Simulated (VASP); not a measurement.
# SnO in VASP: notebook

Runs on SnO. Level: PBE+D3(BJ). Tasks: single point.

Everything below comes from runs of VASP 6.6.1. Logs are shortened: lines on timing, memory, paths and dates and some standing lists are left out, and cuts for length are marked.

### Step 1. The cell of the first run

The cell holds a slab with vacuum, 8 atoms: a = 3.820 Å, b = 3.820 Å, c = 22.226 Å, α = 90.00°, β = 90.00°, γ = 90.00°.

### Step 2. Single point, PBE+D3(BJ) (layers slid over each other)

INCAR

```
PREC = Accurate
ENCUT = 520
EDIFF = 1E-7
ISMEAR = 0
SIGMA = 0.05
LREAL = F
LASPH = T
NELM = 80
ALGO = Normal
ISIF = 2
LWAVE = F
LCHARG = F
LDIPOL = T
IDIPOL = 3
DIPOL = 0.5 0.5 0.394
GGA = PE
IVDW = 12
NBANDS = 50
```

KPOINTS

```
Automatic mesh
0
Gamma
  7 7 1
```

POSCAR

```
SnO
1.0
    3.8201528543      0.0002954551      0.0000000000
   -0.0003145191      3.8201528528      0.0000000000
    0.0000000000      0.0000000000     22.2260743460
Sn O
4 4
Direct
    0.9999452911      0.9999452911      0.2024649036
    0.4999452911      0.4999452911      0.3087831466
    0.8332786245      0.4999452911      0.4784037436
    1.3332786245      0.9999452911      0.5847219866
    0.9999461074      0.4999461074      0.2556240251
    0.4999461074      0.9999461074      0.2556240251
    0.8332778082      0.9999444748      0.5315628651
    1.3332778082      0.4999444748      0.5315628651
```

Potentials or basis: VASP PAW PBE potentials, release 64 (Sn_d, O).

Command:

```sh
cat potpaw_PBE.64/Sn_d/POTCAR potpaw_PBE.64/O/POTCAR > POTCAR
mpirun -np 1 vasp_std > vasp.out
```

OUTCAR:

```text
PREC = Accurate
   ENCUT = 520
   EDIFF = 1E-7
   ISMEAR = 0
   LREAL = F
   LASPH = T
   NELM = 80
   ISIF = 2
   GGA = PE
   IVDW = 12
 IVDW          = 12

 ion  position               nearest neighbor table
   1  1.000  1.000  0.202-   6 2.25   5 2.25   6 2.25   5 2.25   2 3.59   2 3.59   2 3.59   2 3.59

   2  0.500  0.500  0.309-   5 2.25   6 2.25   5 2.25   6 2.25   1 3.59   1 3.59   1 3.59   1 3.59

   3  0.833  0.500  0.478-   8 2.25   7 2.25   8 2.25   7 2.25   4 3.59   4 3.59   4 3.59   4 3.59

   4  0.333  1.000  0.585-   7 2.25   8 2.25   7 2.25   8 2.25   3 3.59   3 3.59   3 3.59   3 3.59

   5  1.000  0.500  0.256-   2 2.25   1 2.25   2 2.25   1 2.25
   6  0.500  1.000  0.256-   1 2.25   2 2.25   1 2.25   2 2.25
   7  0.833  1.000  0.532-   4 2.25   3 2.25   4 2.25   3 2.25
   8  0.333  0.500  0.532-   3 2.25   4 2.25   3 2.25   4 2.25

  LATTYP: Found a simple tetragonal cell.
 ALAT       =     3.8201528657
 C/A-ratio  =     5.8181112451

  Lattice vectors:

 A1 = (   3.8201528543,   0.0002954551,   0.0000000000)
 A2 = (  -0.0003145191,   3.8201528528,   0.0000000000)
 A3 = (   0.0000000000,   0.0000000000,  22.2260743460)

Analysis of symmetry for initial positions (statically):
=====================================================================
 Subroutine PRICEL returns:
 Original cell was already a primitive cell.

 Routine SETGRP: Setting up the symmetry group for a
 simple tetragonal supercell.

 Subroutine GETGRP returns: Found  4 space group operations
 (whereof  1 operations were pure point group operations)
 out of a pool of 16 trial point group operations.

The static configuration has the point symmetry C_1 .
 The point group associated with its full space group is C_2h.

Analysis of symmetry for dynamics (positions and initial velocities):
=====================================================================
 Subroutine PRICEL returns:
 Original cell was already a primitive cell.

 Routine SETGRP: Setting up the symmetry group for a
 simple tetragonal supercell.

 Subroutine GETGRP returns: Found  4 space group operations
 (whereof  1 operations were pure point group operations)
 out of a pool of 16 trial point group operations.

The dynamic configuration has the point symmetry C_1 .
 The point group associated with its full space group is C_2h.

 Subroutine INISYM returns: Found  4 space group operations
 (whereof  1 operations are pure point group operations),
 and found     1 'primitive' translations

----------------------------------------------------------------------------------------

                                     Primitive cell

  volume of cell :     324.3577

  direct lattice vectors                    reciprocal lattice vectors
     3.820152854  0.000295455  0.000000000     0.261769629  0.000021552  0.000000000
    -0.000314519  3.820152853  0.000000000    -0.000020246  0.261769629  0.000000000
     0.000000000  0.000000000 22.226074346     0.000000000  0.000000000  0.044992201

  length of vectors
     3.820152866  3.820152866 22.226074346     0.261769629  0.261769629  0.044992201

  position of ions in fractional coordinates (direct lattice)
     0.999945291  0.999945291  0.202464904
     0.499945291  0.499945291  0.308783147
     0.833278624  0.499945291  0.478403744
     0.333278624  0.999945291  0.584721987
     0.999946107  0.499946107  0.255624025
     0.499946107  0.999946107  0.255624025
     0.833277808  0.999944475  0.531562865
     0.333277808  0.499944475  0.531562865

  ion indices of the primitive-cell ions
   primitive index   ion index
                 1           1
                 2           2
                 3           3
                 4           4
                 5           5
                 6           6
                 7           7
                 8           8

----------------------------------------------------------------------------------------

 KPOINTS: Automatic mesh

Automatic generation of k-mesh.
 Grid dimensions read from file:
 generate k-points for:    7    7    1

 Generating k-lattice:

  Cartesian coordinates                     Fractional coordinates (reciprocal lattice)
     0.037395661  0.000003079  0.000000000     0.142857143  0.000000000  0.000000000
    -0.000002892  0.037395661  0.000000000    -0.000000000  0.142857143  0.000000000
     0.000000000  0.000000000  0.044992201     0.000000000  0.000000000  1.000000000

  Length of vectors
     0.037395661  0.037395661  0.044992201

  Shift w.r.t. Gamma in fractional coordinates (k-lattice)
     0.000000000  0.000000000  0.000000000

 Subroutine IBZKPT returns following result:
 ===========================================

 Found     16 irreducible k-points:

 Following reciprocal coordinates:
            Coordinates               Weight
  0.000000  0.000000  0.000000      1.000000
  0.142857  0.000000  0.000000      2.000000
  0.000000  0.142857  0.000000      2.000000
  0.285714  0.000000  0.000000      2.000000
  0.000000  0.285714  0.000000      2.000000
  0.428571 -0.000000  0.000000      2.000000
[... 8 lines left out ...]
 -0.285714  0.428571  0.000000      4.000000
  0.428571  0.428571  0.000000      4.000000
   k-points           NKPTS =     16   k-points in BZ     NKDIM =     16   number of bands    NBANDS=     50
   number of dos      NEDOS =    301   number of ions     NIONS =      8
   total plane-waves  NPLWV = 131712
   dimension x,y,z NGX =    28 NGY =   28 NGZ =  168
   dimension x,y,z NGXF=    56 NGYF=   56 NGZF=  336
   ions per type =               4   4
   NGX,Y,Z   is equivalent  to a cutoff of  12.19, 12.19, 12.57 a.u.
   NGXF,Y,Z  is equivalent  to a cutoff of  24.37, 24.37, 25.13 a.u.
 SYSTEM =  unknown system
   PREC   = accura    normal or accurate (medium, high low for compatibility)
   ISTART =      0    job   : 0-new  1-cont  2-samecut
   ICHARG =      2    charge: 1-file 2-atom 10-const
   ISPIN  =      1    spin polarized calculation?
   LNONCOLLINEAR =      F non collinear calculations
   LSORBIT =      F    spin-orbit coupling
   LASPH  =      T    aspherical Exc in radial PAW
   ENCUT  =  520.0 eV  38.22 Ry    6.18 a.u.   7.10  7.10 41.33*2*pi/ulx,y,z
   NELM   =     80;   NELMIN=  2; NELMDL= -5     # of ELM steps
   EDIFF  = 0.1E-06   stopping-criterion for ELM
   LREAL  =      F    real-space projection
   EDIFFG = 0.1E-05   stopping-criterion for IOM
   NSW    =      0    number of steps for IOM
   IBRION =     -1    ionic relax: 0-MD 1-quasi-New 2-CG
   NFREE  =      0    steps in history (QN), initial steepest desc. (CG)
   ISIF   =      2    stress and relaxation
   ISYM   =      2    0-nonsym 1-usesym 2-fastsym
   POTIM  = 0.5000    time-step for ionic-motion
   TEBEG  =    0.0;   TEEND  =   0.0 temperature during run
   PSTRESS=    0.0 pullay stress
   NELECT =      80.0000    total number of electrons
   NUPDOWN=      -1.0000    fix difference up-down
   EMIN   =  10.00;   EMAX   =-10.00  energy-range for DOS
   EFERMI =   0.00;   METHOD = LEGACY
   ISMEAR =     0;   SIGMA  =   0.05  broadening in eV -4-tet -1-fermi 0-gaus
   EFERMI_NEDOS =   21; number of points for ismear=-14 and -15
   IALGO  =     38    algorithm
   IMIX   =      4    mixing-type and parameters
     AMIX     =   0.40;   BMIX     =  1.00
     AMIX_MAG =   1.60;   BMIX_MAG =  1.00
  volume/ion in A,a.u.               =      40.54       273.61
  Fermi-wavevector in a.u.,A,eV,Ry     =   1.026668  1.940121 14.341186  1.054047
  Thomas-Fermi vector in A             =   2.160573
   LORBIT       =      0    0 simple, 1 ext, 2 COOP (PROOUT), +10 PAW based schemes
   GGA     = PE    functional components
   LHFCALC =     F    Hartree Fock is set to
   AEXX    =    0.0000 exact exchange contribution
   IVDW    =    12    specifies the selected vdW correction
   LEPSILON=     F    determine dielectric tensor
   LRPA    =     F    only Hartree local field effects (RPA)
 non-spin polarized calculation
 Gauss-broadening in eV      SIGMA  =   0.05
  energy-cutoff  :      520.00
  volume of cell :      324.36
 maximum number of plane-waves:      8769
   NGX = 15   NGY = 15   NGZ = 83

 dipolmoment           0.000000      0.000000     -0.000005 electrons x Angstroem

 number of electron      79.9999986 magnetization

 dipolmoment           0.000000      0.000000      0.000004 electrons x Angstroem

 Free energy of the ion-electron system (eV)
  ---------------------------------------------------
  ext. energy  EPLUGINS =         0.00000000
  ---------------------------------------------------
  free energy    TOTEN  =       -45.12017133 eV

  energy without entropy =      -45.12017133  energy(sigma->0) =      -45.12017133

 E-fermi :   0.1845     XC(G=0):  -5.2633

 val. band max:       -0.0420405955   @ k =   0.0000   0.2857   0.0000
 cond. band min:       2.0291845399   @ k =   0.0000   0.4286   0.0000
 fundamental gap:      2.0712251354
 Fermi energy:         0.1845100252

 k-point     1 :       0.0000    0.0000    0.0000
  band No.  band energies     occupation
      1     -21.0477      2.00000
      2     -21.0476      2.00000
      3     -20.6873      2.00000
      4     -20.6872      2.00000
      5     -20.6516      2.00000
      6     -20.6506      2.00000
[... 42 lines left out ...]
     49       5.2215      0.00000
     50       5.2845      0.00000

 k-point     2 :       0.1429    0.0000    0.0000
  band No.  band energies     occupation
      1     -21.0388      2.00000
      2     -21.0386      2.00000
      3     -20.6883      2.00000
      4     -20.6879      2.00000
      5     -20.6531      2.00000
      6     -20.6518      2.00000
[... 734 lines left out ...]
 k-point    16 :       0.4286    0.4286    0.0000
  band No.  band energies     occupation
      1     -20.9892      2.00000
      2     -20.9887      2.00000
      3     -20.9752      2.00000
      4     -20.9748      2.00000
      5     -20.6546      2.00000
      6     -20.6542      2.00000
[... 42 lines left out ...]
     49       6.2059      0.00000
     50       6.3698      0.00000

------------------------ aborting loop because EDIFF is reached ----------------------------------------

 vacuum level on the upper side and lower side of the slab       (xc-potential included)        -0.129        -0.129

 Edisp (eV)   -1.27681

 E8    (eV) :    -0.5647

  FORCE on cell =-STRESS in cart. coord.  units (eV):
  Direction    XX          YY          ZZ          XY          YZ          ZX
  --------------------------------------------------------------------------------------
  -------------------------------------------------------------------------------------
  Total       0.47886     0.29282     0.39018     0.00001     0.00004     0.55933
  in kB       2.36534     1.44640     1.92731     0.00006     0.00021     2.76281
  external pressure =        1.91 kB  Pullay stress =        0.00 kB

 VOLUME and BASIS-vectors are now :
 -----------------------------------------------------------------------------
  energy-cutoff  :      520.00
  volume of cell :      324.36
      direct lattice vectors                 reciprocal lattice vectors
     3.820152854  0.000295455  0.000000000     0.261769629  0.000021552  0.000000000
    -0.000314519  3.820152853  0.000000000    -0.000020246  0.261769629  0.000000000
     0.000000000  0.000000000 22.226074346     0.000000000  0.000000000  0.044992201

 POSITION                                       TOTAL-FORCE (eV/Angst)
 -----------------------------------------------------------------------------------
      3.81963      3.82024      4.50000        -0.010533     -0.000001     -0.076052
      1.90971      1.91002      6.86304        -0.072875     -0.000006      0.010116
      3.18309      1.91011     10.63304         0.072875      0.000006     -0.010116
      1.27286      3.82004     12.99607         0.010533      0.000001      0.076052
      3.81979      1.91017      5.68152        -0.052822     -0.000004      0.003128
      1.90956      3.82009      5.68152         0.021686      0.000002      0.007179
      3.18293      3.82019     11.81456        -0.021686     -0.000002     -0.007179
      1.27301      1.90996     11.81456         0.052822      0.000004     -0.003128
 -----------------------------------------------------------------------------------
    total drift:                                0.000008     -0.000003      0.000365

  FREE ENERGIE OF THE ION-ELECTRON SYSTEM (eV)
  ---------------------------------------------------
  free  energy   TOTEN  =       -46.3969767160 eV

  energy  without entropy=      -46.3969767160  energy(sigma->0) =      -46.39697672

 vacuum level on the upper side and lower side of the slab         4.837         4.838
```

Run time: 9.9 min. Hardware: 1 thread of Oxide Virtual Turin-like, shared host; peak memory 0.41 GiB.

What came out:

```
Free energy                : -46.3970 eV
Largest force              : 0.077 eV/Å
Band gap on the k mesh     : 2.07 eV (least direct gap 2.27 eV)
Dispersion energy per atom : -0.160 eV
```

Forces in eV/Å, atoms in the order of the input:
```
Sn  -0.011  0.000 -0.076
Sn  -0.073  0.000  0.010
Sn   0.073  0.000 -0.010
Sn   0.011  0.000  0.076
O   -0.053  0.000  0.003
O    0.022  0.000  0.007
O   -0.022  0.000 -0.007
O    0.053  0.000 -0.003
```

Levels at points of the mesh, in eV from the valence-band top:
| k point | band 37 | band 38 | band 39 | band 40 | band 41 | band 42 | band 43 | band 44 |
| --- | --- | --- | --- | --- | --- | --- | --- | --- |
| (0.00, 0.00, 0.00) | -2.09 | -2.09 | -0.86 | -0.06 | 2.41 | 2.71 | 2.71 | 3.95 |

Caveat: the cell differs from its parent crystal (layers slid over each other); spin-orbit coupling is left out, which moves the levels of the heavy elements.

### Step 3. Single point, PBE+D3(BJ) (layers slid over each other)

INCAR

```
SYSTEM = SnO
PREC     = Accurate       ! precision mode
ENCUT    = 520            ! plane-wave cutoff, eV
EDIFF    = 1E-6           ! SCF threshold, eV
ISMEAR   = 0              ! smearing method
SIGMA    = 0.05           ! smearing width, eV
LREAL    = .FALSE.        ! projectors in reciprocal space
LASPH    = .TRUE.         ! aspherical terms in the spheres
NELM     = 60             ! most SCF steps
ALGO     = Normal         ! electronic algorithm
ISIF     = 2              ! what is computed and relaxed
LWAVE    = .FALSE.        ! write WAVECAR
LCHARG   = .FALSE.        ! write CHGCAR
LDIPOL   = .TRUE.       
IDIPOL   = 3            
DIPOL    = 0.5 0.5 0.406
GGA      = PE             ! functional
IVDW     = 12             ! dispersion correction
NBANDS   = 50             ! bands
```

KPOINTS

```
regular mesh
0
G
  7 7 1
  0 0 0
```

POSCAR

```
SnO
1.0
    3.8201528543      0.0002954551      0.0000000000
   -0.0003145191      3.8201528528      0.0000000000
    0.0000000000      0.0000000000     22.2260743460
Sn O
4 4
Direct
    0.9999452911      0.9999452911      0.2024649036
    0.4999452911      0.4999452911      0.3087831466
    0.8332786245      0.4999452911      0.5022496100
    1.3332786245      0.9999452911      0.6085678530
    0.9999461074      0.4999461074      0.2556240251
    0.4999461074      0.9999461074      0.2556240251
    0.8332778082      0.9999444748      0.5554087315
    1.3332778082      0.4999444748      0.5554087315
```

Potentials or basis: VASP PAW PBE potentials, release 64 (Sn_d, O).

Command:

```sh
cat potpaw_PBE.64/Sn_d/POTCAR potpaw_PBE.64/O/POTCAR > POTCAR
mpirun -np 1 vasp_std > vasp.out
```

It took 11 min on 1 thread of Oxide Virtual Turin-like, shared host; peak memory 0.4 GiB.

The run converged. Its results:

```yaml
Free_energy: -46.3923 eV
Largest_force: 0.124 eV/Å
Band_gap_on_the_k_mesh: 2.53 eV (least direct gap 2.58 eV)
Dispersion_energy_per_atom: -0.154 eV
```

Forces on the atoms (eV/Å):
```
Sn  -0.003  0.000 -0.084
Sn  -0.018  0.000  0.123
Sn   0.018  0.000 -0.123
Sn   0.003  0.000  0.084
O   -0.016  0.000  0.005
O    0.007  0.000  0.005
O   -0.007  0.000 -0.005
O    0.016  0.000 -0.005
```

Levels at points of the mesh, in eV from the valence-band top:
```
           k point  band 38  band 39  band 40  band 41  band 42  band 43
(0.00, 0.00, 0.00)    -1.92    -0.56    -0.03     2.56     2.89     2.89
```

Caveat: the cell differs from its parent crystal (layers slid over each other); spin-orbit coupling is left out, which moves the levels of the heavy elements.
